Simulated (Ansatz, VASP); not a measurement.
# One calculation of YHg2, two programs

```
Y Hg
1.0
     4.67361    0.00000    0.00000
    -2.33680    4.04746    0.00000
     0.00000    0.00000    3.46382
Y Hg
1 2
Cartesian
  0.0000 0.0000 0.0000
  0.0000 2.6983 1.7319
  2.3368 1.3492 1.7319
```

Change from the starting cell: volume scaled by 0.94.

Alike in both runs: task single point; functional PBEsol; k mesh 10 × 10 × 12; occupations fermi-dirac, width 0.03 eV; no spin polarisation.

```csv
,VASP,Ansatz
version,VASP 6.6.1,Ansatz 0.2.0
potentials or method,"VASP PAW PBE potentials, release 64 (Y_sv, Hg), cutoff 520 eV","all-electron LAPW, scalar-relativistic"
```

|  | VASP | Ansatz | Ansatz less VASP |
| --- | --- | --- | --- |
| pressure (GPa) | 7.0 | 6.5 | -0.54 |
| traceless stress, the component that is largest in VASP (GPa) | -4.56 | -4.15 | +0.408 |

VASP's potentials were made for PBE, not for PBEsol. Ansatz ran all-electron here, and VASP with PAW potentials.

Neither program's run includes spin-orbit coupling.
